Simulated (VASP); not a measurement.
A run of VASP 6.6.1 is set up as follows.

The input INCAR:

```
  PREC = Accurate
  ENCUT = 520
  EDIFF = 1E-6
  ISMEAR = 0
  SIGMA = 0.1
  LREAL = False
  LASPH = True
  NELM = 80
  ALGO = Normal
  ISIF = 2
  LWAVE = False
  LCHARG = False
  LDIPOL = True
  IDIPOL = 3
  DIPOL = 0.5 0.5 0.294
  GGA = PE
  NBANDS = 18
```

KPOINTS

```
Automatic mesh
0
Gamma
  6 6 1
```

The input POSCAR:

```
Au
1.0
    4.4880362812      0.0000000000      0.0000000000
   -2.2440181406      3.8867534326      0.0000000000
    0.0000000000      0.0000000000     23.8000000000
Au
2
Direct
    0.3333333333      0.6666666667      0.2941176471
    0.6666666667      0.3333333333      0.2941176471
```

Potentials or basis: VASP PAW PBE potentials, release 64 (Au).

The run is started by

```sh
$ cat potpaw_PBE.64/Au/POTCAR > POTCAR
$ mpirun -np 1 vasp_std > vasp.out
```

(1) Predict the band gap on the k mesh.

## Answers

(1) zero (filled and empty bands touch).

Caveat: spin-orbit coupling is left out, which moves the levels of the heavy elements.
